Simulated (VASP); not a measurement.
# Mg7MnS8 (a cell with a defect) in VASP: further runs, part 2 of 2

VASP 6.6.1. Earlier steps stand in the parts before.

## Step 4: Single point, PBEsol

Input file INCAR:

```
SYSTEM = Mg7MnS8
PREC = Accurate ; ENCUT = 400
EDIFF = 1E-6 ; ISMEAR = 1
SIGMA = 0.05 ; LREAL = Auto
LASPH = .TRUE. ; NELM = 120
ALGO = Normal ; ISIF = 2
LWAVE = .FALSE. ; LCHARG = .FALSE.
GGA = PS ; NELECT = 74.0
NBANDS = 52 ; GGA_COMPAT = .FALSE.
ISYM = -1
```

Input file KPOINTS:

```
explicit points
4
Reciprocal
  0.25000000   0.25000000   0.25000000 2
  0.25000000   0.25000000   0.75000000 2
  0.25000000   0.75000000   0.25000000 2
  0.25000000   0.75000000   0.75000000 2
```

Input file POSCAR:

```
Mg7MnS8
1.0
    0.0000000000      5.1819800000      5.1819800000
    5.1819800000      0.0000000000      5.1819800000
    5.1819800000      5.1819800000      0.0000000000
S Mg Mn
8 7 1
Direct
    0.7569500000      0.2592630000      0.2466750000
    0.2662030000      0.7248400000      0.7638660000
    0.2576270000      0.7550540000      0.2653210000
    0.7613850000      0.2468340000      0.7661990000
    0.2242420000      0.2498860000      0.7707400000
    0.7499900000      0.7253560000      0.2652780000
    0.2687160000      0.2463440000      0.2481480000
    0.7585230000      0.7655640000      0.7390850000
    0.0054420000      0.9888740000      0.0108520000
    0.9812300000      0.9692220000      0.5243320000
    0.5073720000      0.4918030000      0.0015470000
    0.0220330000      0.5096760000      0.9965080000
    0.5112690000      0.0048190000      0.4835920000
    0.5018160000      0.9964110000      0.9847210000
    0.9963100000      0.4827150000      0.5107340000
    0.5084480000      0.4795360000      0.4857750000
```

Potentials or basis: VASP PAW PBE potentials, release 64 (S, Mg, Mn_pv).

Run with:

```
> cat potpaw_PBE.64/S/POTCAR potpaw_PBE.64/Mg/POTCAR potpaw_PBE.64/Mn_pv/POTCAR > POTCAR
> mpirun -np 1 vasp_std > vasp.out
```

OUTCAR:

```text
SYSTEM = Mg7MnS8
   PREC = Accurate
   ENCUT = 400
   EDIFF = 1E-6
   ISMEAR = 1
   LREAL = Auto
   LASPH = .TRUE.
   NELM = 120
   ISIF = 2
   GGA = PS
   NELECT = 74.0
   ISYM = -1

 ion  position               nearest neighbor table
   1  0.757  0.259  0.247-  16 2.39  11 2.57  13 2.59  10 2.62   9 2.63  12 2.67
   2  0.266  0.725  0.764-  12 2.38  11 2.48   9 2.65  16 2.72  10 2.73  13 2.73
   3  0.258  0.755  0.265-  16 2.46  10 2.47  14 2.53   9 2.63  11 2.73  15 2.77
   4  0.761  0.247  0.766-  15 2.44  11 2.49   9 2.53  14 2.66  10 2.71  16 2.78
   5  0.224  0.250  0.771-   9 2.49  15 2.53  12 2.54  14 2.56  16 2.68  13 2.77
   6  0.750  0.725  0.265-  12 2.53  16 2.53  15 2.55  13 2.59   9 2.69  14 2.74
   7  0.269  0.246  0.248-  13 2.48  11 2.51  12 2.58  15 2.59  14 2.67  10 2.93
   8  0.759  0.766  0.739-  10 2.21  14 2.47  13 2.61  15 2.66  12 2.70  11 2.72
   9  0.005  0.989  0.011-   5 2.49   4 2.53   1 2.63   3 2.63   2 2.65   6 2.69  12 3.51  13 3.54
                            14 3.57  10 3.61  15 3.64
  10  0.981  0.969  0.524-   8 2.21   3 2.47   1 2.62   4 2.71   2 2.73   7 2.93  12 3.43  14 3.45
                            13 3.47  15 3.56   9 3.61
  11  0.507  0.492  0.002-   2 2.48   4 2.49   7 2.51   1 2.57   8 2.72   3 2.73  12 3.51  13 3.55
                            15 3.59  14 3.62
[... 158 lines left out ...]
      5      -7.8805      2.00000
      6      -7.7257      2.00000
[... 197 lines left out ...]
     48       9.6997      0.00000
     49       9.7956      0.00000
 [bands above 49 left out]

------------------------ aborting loop because EDIFF is reached ----------------------------------------

  FORCE on cell =-STRESS in cart. coord.  units (eV):
  Direction    XX          YY          ZZ          XY          YZ          ZX
  --------------------------------------------------------------------------------------
  -------------------------------------------------------------------------------------
  Total      -14.2002786    -13.9290278     -9.2059364     -0.4740762     -0.5267580     -0.5637648
  in kB      -81.7504693    -80.1888885    -52.9982291     -2.7292388     -3.0325257     -3.2455727
  external PRESSURE =     -71.6458623 kB  Pullay stress =       0.0000000 kB

 VOLUME and BASIS-vectors are now :
 -----------------------------------------------------------------------------
  energy-cutoff  :      400.00
  volume of cell :      278.30
      direct lattice vectors                 reciprocal lattice vectors
     0.000000000  5.181980000  5.181980000    -0.096488215  0.096488215  0.096488215
     5.181980000  0.000000000  5.181980000     0.096488215 -0.096488215  0.096488215
     5.181980000  5.181980000  0.000000000     0.096488215  0.096488215 -0.096488215

 POSITION                                       TOTAL-FORCE (eV/Angst)
 -----------------------------------------------------------------------------------
      2.62176      5.20076      5.26600         1.093651      0.173448     -0.124993
      7.71444      5.33780      5.13557        -0.749972     -0.611461      0.947012
      5.28756      2.70991      5.24769        -0.802650      0.977438     -0.395073
      5.24952      7.91591      5.22457        -0.675352     -1.163282     -0.616457
      5.28886      5.15598      2.45692        -0.652281      0.235066      1.596923
      5.13345      5.26110      7.64521         0.110462     -0.241889     -0.763136
[... 8 lines left out ...]
      5.14803      7.80947      7.66428        -0.196187     -0.049972      0.421194
      5.00222      5.15204      5.11971         0.822397      0.048913      0.245317
 -----------------------------------------------------------------------------------
    total drift:                               -0.000972      0.001205      0.001240

  FREE ENERGIE OF THE ION-ELECTRON SYSTEM (eV)
  ---------------------------------------------------
  free  energy   TOTEN  =       -79.9781064774 eV

  energy  without entropy=      -79.9639576132  energy(sigma->0) =      -79.97339019
```

OSZICAR:

```text
N       E                     dE             d eps       ncg     rms          rms(c)
DAV:   1     0.344421726523E+03    0.34442E+03   -0.27622E+04   448   0.100E+03
DAV:   2    -0.519030441495E+02   -0.39632E+03   -0.38027E+03   520   0.215E+02
DAV:   3    -0.859266691048E+02   -0.34024E+02   -0.33693E+02   512   0.671E+01
[... 36 lines left out ...]
DAV:  40    -0.799781072016E+02    0.52370E-06   -0.32220E-05   244   0.622E-03    0.205E-02
DAV:  41    -0.799781069023E+02    0.29930E-06   -0.22679E-05   228   0.539E-03    0.190E-02
DAV:  42    -0.799781067282E+02    0.17417E-06   -0.17075E-05   220   0.448E-03    0.160E-02
DAV:  43    -0.799781064557E+02    0.27243E-06   -0.11788E-05   220   0.392E-03    0.138E-02
DAV:  44    -0.799781064774E+02   -0.21721E-07   -0.90832E-06   220   0.322E-03
   1 F= -.79978106E+02 E0= -.79973390E+02  d E =-.141489E-01
```

It took 2.2 min on 1 thread of Intel Xeon 6975P-C (Granite Rapids), shared host; peak memory 0.31 GiB.

What came out:

| Property | Result |
| --- | --- |
| Free energy | -79.9781 eV |
| Largest force | 2.556 eV/Å |

Forces in eV/Å, atoms in the order of the input:
```
S    1.094  0.173 -0.125
S   -0.750 -0.611  0.947
S   -0.803  0.977 -0.395
S   -0.675 -1.163 -0.616
S   -0.652  0.235  1.597
S    0.110 -0.242 -0.763
S    0.113 -0.026 -0.445
S   -0.127 -0.039 -2.276
Mg  -0.331 -0.026 -0.245
Mg   0.451  0.332  2.494
Mg   0.224  0.016  0.063
Mg  -0.081  0.069 -0.709
Mg   0.172  0.037 -0.451
Mg   0.629  0.269  0.259
Mg  -0.196 -0.050  0.421
Mn   0.822  0.049  0.245
```

Levels at points of the mesh, in eV from the Fermi level:
| k point | band 34 | band 35 | band 36 | band 37 | band 38 | band 39 |
| --- | --- | --- | --- | --- | --- | --- |
| (0.25, 0.25, 0.25) | -0.62 | -0.57 | -0.12 | -0.08 | -0.04 | 0.98 |

Caveat: the cell carries a net charge on a neutralising background, which shifts energy and pressure; the cell is charged against a uniform background, so pressure and absolute levels hang on convention; the PAW data sets were made with another functional, which shifts forces and pressure a little; the run has no spin polarisation, though such a crystal can be magnetic; semilocal functionals often make such compounds metallic where correlation or magnetic order opens a gap, which also shifts bond lengths.
